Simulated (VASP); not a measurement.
InGaAs2: single point with PBEsol

InGaAs2:

```
In Ga As
1.0
     4.14050    0.00000    0.00000
     0.00000    4.14050    0.00000
     0.00000    0.00000    5.96215
In Ga As
1 1 2
Cartesian
  0.0000 0.0000 2.9811
  2.0703 2.0703 0.0000
  2.0703 0.0000 4.5818
  0.0000 2.0703 1.3804
```

This cell differs from its parent crystal: strain -0.0200 x Voigt [1, 1, 0, 0, 0, 0].

```yaml
Program: VASP 6.6.1
Task: single point
Functional: PBEsol
Potentials_or_basis: VASP PAW PBE potentials, release 64 (In_d, Ga_d, As)
Cutoff: 520 eV
k_mesh: 12 × 12 × 8
Occupations: gaussian, width 0.15 eV
Spin: no spin polarisation
```

```yaml
Pressure: -0.4 GPa
Largest_force: 0.072 eV/Å
Band_gap_on_the_k_mesh: zero (filled and empty bands touch)
```

Forces in eV/Å, atoms in the order of the input:
```
In   0.000  0.000  0.000
Ga   0.000  0.000  0.000
As   0.000  0.000  0.072
As   0.000  0.000 -0.072
```

Stress tensor (GPa, compression positive):
```
-0.23  0.00  0.00
 0.00 -0.23  0.00
 0.00  0.00 -0.69
```

Levels at points of the mesh, in eV from the Fermi level:
```tsv
k point	band 16	band 17	band 18	band 19	band 20	band 21
(0.00, 0.00, 0.00)	-0.33	-0.32	-0.10	-0.10	1.38	1.72
(0.50, 0.00, 0.00)	-3.13	-1.51	-0.94	1.93	2.95	4.68
(0.50, 0.50, 0.00)	-2.63	-2.63	-2.47	1.24	1.24	1.43
(0.00, 0.00, 0.50)	-1.96	-1.33	-1.33	1.77	1.85	2.61
(0.50, 0.00, 0.50)	-1.27	-1.24	-0.85	0.40	0.89	4.06
(0.50, 0.50, 0.50)	-3.30	-3.21	-3.21	3.95	4.08	4.16
```

Run time: 5.8 min on 1 thread of Intel Xeon 8259CL (shared host), peak memory 0.5 GiB.

Caveat: the cell differs from its parent crystal (strain -0.0200 x Voigt [1, 1, 0, 0, 0, 0]); semilocal functionals underestimate gaps, and a narrow one can read as zero; the PAW data sets were made with another functional, which shifts forces and pressure a little; spin-orbit coupling is left out, which moves the levels of the heavy elements.
